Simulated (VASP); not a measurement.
Write the native input for VASP 6.6.1 that does the following.

| Property | Result |
| --- | --- |
| Task | single point |
| Functional | PBE |
| Potentials or basis | VASP PAW PBE potentials, release 64 (W_sv) |
| Cutoff | 520 eV |
| k mesh | 18 × 18 × 5 |
| Occupations | gaussian, width 0.15 eV |
| Spin | no spin polarisation |
| Dipole correction | no |
| Further INCAR settings | ALGO = Fast; EDIFF = 1e-07; NBANDS = 36 |

The structure of W lies in POSCAR:

```
W
1.0
   -1.5973000000      1.5973000000     -1.5973000000
   -1.5973000000     -1.5973000000      1.5973000000
    0.0000000000      7.7203898200      5.0580101800
W
4
Direct
   -0.3646125000      0.3646125000      0.8750000000
    0.4479125000      0.5520875000      0.1250000000
   -0.1562625000      0.1562625000      0.3750000000
    0.2395625000      0.7604375000      0.6250000000
```

One way to write it, as run:

INCAR

```
  PREC = Accurate
  ENCUT = 520
  EDIFF = 1E-7
  ISMEAR = 0
  SIGMA = 0.15
  LREAL = False
  LASPH = True
  NELM = 100
  ALGO = Fast
  ISIF = 2
  LWAVE = False
  LCHARG = False
  GGA = PE
  NBANDS = 36
```

KPOINTS

```
regular mesh
0
Gamma
  18 18 5
```

Potentials or basis: VASP PAW PBE potentials, release 64 (W_sv).

Run with:

```console
$ cat potpaw_PBE.64/W_sv/POTCAR > POTCAR
$ mpirun -np 1 vasp_std > vasp.out
```

It gave:

```json
{
 "Pressure": "8.1 GPa",
 "Largest force": "4.925 eV/Å",
 "Band gap on the k mesh": "zero (bands 28 and 29 overlap by 2.11 eV)"
}
```

Caveat: the cell stands under pressure; spin-orbit coupling is left out, which moves the levels of the heavy elements; forces of over 1 eV/Å act on the atoms, so gaps and moduli don't describe the material at rest.

Wall time 30 min on 1 thread of Intel Xeon 8259CL, on a shared host, peak memory 0.74 GiB.
